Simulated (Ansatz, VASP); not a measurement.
# AlN: VASP beside Ansatz

```
CELL_PARAMETERS angstrom
0.00000 2.00170 2.10178
2.00170 0.00000 2.10178
2.00170 2.00170 0.00000
ATOMIC_POSITIONS crystal
Al 0.50000 0.50000 0.50000
N 0.00000 0.00000 0.00000
```

Alike in both runs: task single point; functional PBEsol; k mesh 10 × 10 × 10; occupations gaussian, width 0.05 eV; no spin polarisation.

|  | VASP | Ansatz |
| --- | --- | --- |
| version | VASP 6.6.1 | Ansatz 0.2.0 |
| potentials or method | VASP PAW PBE potentials, release 64 (Al, N), cutoff 520 eV | scalar-relativistic, plane waves, PAW |
| valence electrons in the cell | 8 | 8 |

```csv
,VASP,Ansatz,Ansatz less VASP
gap on the k mesh at the Fermi level (eV),4.04,4.05,+0.005
least direct gap on the mesh (eV),5.15,5.13,-0.020
pressure (GPa),-3.5,-3.4,+0.08
"traceless stress, the component that is largest in VASP (GPa)",-7.80,-7.76,+0.037
```

VASP's potentials were made for PBE, not for PBEsol.
